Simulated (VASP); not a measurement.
A run of VASP 6.6.1:

Contents of INCAR:

```
SYSTEM = ZnO
PREC = Accurate ; ENCUT = 520
EDIFF = 1E-7 ; ISMEAR = 0
SIGMA = 0.01 ; LREAL = .False.
LASPH = .True. ; NELM = 80
ALGO = Normal ; ISIF = 2
LWAVE = .False. ; LCHARG = .False.
GGA = PE ; NBANDS = 16
```

The input KPOINTS:

```
regular mesh
0
Gamma
  4 4 4
  0 0 0
```

POSCAR

```
ZnO
1.0
    0.0000000000      2.1337703828      2.1337703828
    2.1337703828      0.0000000000      2.1337703828
    2.1337703828      2.1337703828      0.0000000000
Zn O
1 1
Direct
    0.0000000000      0.0000000000      0.0000000000
    0.5000000000      0.5000000000      0.5000000000
```

Potentials or basis: VASP PAW PBE potentials, release 64 (Zn, O).

Launch:

```console
$ cat potpaw_PBE.64/Zn/POTCAR potpaw_PBE.64/O/POTCAR > POTCAR
$ mpirun -np 1 vasp_std > vasp.out
```

Hardware: 1 thread of Intel(R) Xeon(R) Platinum 8488C (Sapphire Rapids) (shared host).

**Question.** Estimate the wall time of this run.

**Answer.** Run time: 4.1 s on 1 thread of Intel(R) Xeon(R) Platinum 8488C (Sapphire Rapids), on a shared host, peak memory 0.13 GiB. Counts: scf iterations 15, k points 8.
